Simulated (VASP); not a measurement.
Input of a VASP 6.6.1 run:

File INCAR:

```
ALGO     = Normal         # electronic algorithm
EDIFF    = 1E-6           # SCF threshold, eV
ENCUT    = 520            # plane-wave cutoff, eV
GGA      = CA             # functional
ISIF     = 2              # what is computed and relaxed
ISMEAR   = 0              # smearing method
LASPH    = T              # aspherical terms in the spheres
LCHARG   = F              # write CHGCAR
LREAL    = F              # projectors in reciprocal space
LWAVE    = F              # write WAVECAR
NBANDS   = 11             # bands
NELM     = 60             # most SCF steps
PREC     = Accurate       # precision mode
SIGMA    = 0.15           # smearing width, eV
```

KPOINTS

```
k-points
0
Gamma
  22 22 22
```

POSCAR

```
Pt
1.0
    0.0000000000      2.1578580099      1.5845151367
    2.1578580099      0.0000000000      1.5845151367
    2.1578580099      2.1578580099      0.0000000000
Pt
1
Direct
    0.0000000000      0.0000000000      0.0000000000
```

Potentials or basis: VASP PAW LDA potentials, release 64 (Pt).

Command:

```bash
$ cat potpaw_LDA.64/Pt/POTCAR > POTCAR
$ mpirun -np 1 vasp_std > vasp.out
```

Predict the band gap on the k mesh.

zero (bands 5 and 6 overlap by 2.44 eV).

What does it give for the pressure?

4.1 GPa.

Stress tensor (GPa, compression positive):
```
2.69 0.00 0.00
0.00 2.69 0.00
0.00 0.00 6.88
```

Caveat: the cell stands under pressure; spin-orbit coupling is left out, which moves the levels of the heavy elements.
